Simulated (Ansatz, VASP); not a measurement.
# One calculation of TiAl3, two programs

The input INCAR:

```
SYSTEM = TiAl3
ALGO     = Fast           ! electronic algorithm
EDIFF    = 1E-6           ! SCF threshold, eV
ENCUT    = 520            ! plane-wave cutoff, eV
GGA      = PE             ! functional
ISIF     = 2              ! what is computed and relaxed
ISMEAR   = 0              ! smearing method
IVDW     = 12             ! dispersion correction
LASPH    = .TRUE.         ! aspherical terms in the spheres
LCHARG   = .TRUE.         ! write CHGCAR
LELF     = .TRUE.         ! ELF
LREAL    = .FALSE.        ! projectors in reciprocal space
LVHAR    = .TRUE.       
LWAVE    = .FALSE.        ! write WAVECAR
NBANDS   = 18             ! bands
NELM     = 80             ! most SCF steps
PREC     = Accurate       ! precision mode
SIGMA    = 0.1            ! smearing width, eV
```

The input KPOINTS:

```
k-points
0
G
  4 4 4
  0 0 0
```

Contents of POSCAR:

```
TiAl3
1.0
    3.9556712500      0.0000000000      0.0000000000
    0.0000000000      3.9556712500      0.0000000000
    0.0000000000      0.0000000000      3.9556712500
Ti Al
1 3
Direct
    0.0000000000      0.0000000000      0.0000000000
    0.5000000000      0.5000000000      0.0000000000
    0.5000000000      0.0000000000      0.5000000000
    0.0000000000      0.5000000000      0.5000000000
```

Input for Ansatz:

```yaml
crystal:
  lattice:
    - [3.95567125, 0.0, 0.0]
    - [0.0, 3.95567125, 0.0]
    - [0.0, 0.0, 3.95567125]
  atoms:
    - { symbol: Ti, position: [0.0, 0.0, 0.0] }
    - { symbol: Al, position: [0.5, 0.5, 0.0] }
    - { symbol: Al, position: [0.5, 0.0, 0.5] }
    - { symbol: Al, position: [0.0, 0.5, 0.5] }
basis:
  ecutwfc: 420
kpoints:
  mp_grid: { grid: [4, 4, 4] }
hamiltonian:
  xc: pbe
  dispersion: d3bj
  pseudopotentials: { kind: paw, azcp: { folder: soft_1 } }
scf:
  occupations: { method: gaussian, width: 0.1 }
output:
  forces: true
  stress: true
  eigenvalues: true
```

Alike in both runs: task single point; functional PBE; dispersion D3(BJ); k mesh 4 × 4 × 4; occupations gaussian, width 0.1 eV; no spin polarisation.

|  | VASP | Ansatz |
| --- | --- | --- |
| version | VASP 6.6.1 | Ansatz 0.2.0 |
| potentials or method | VASP PAW PBE potentials, release 64 (Ti_sv, Al), cutoff 520 eV | scalar-relativistic, plane waves, PAW |
| valence electrons in the cell | 21 | 21 |

```tsv
	VASP	Ansatz	Ansatz less VASP
gap on the k mesh at the Fermi level (eV)	none	none	-
pressure (GPa)	-2.6	-2.6	0.00
```

A gap of «none» marks a metal or a gap that the smearing closes.

The k mesh is coarse, so the values compare programs but aren't converged.
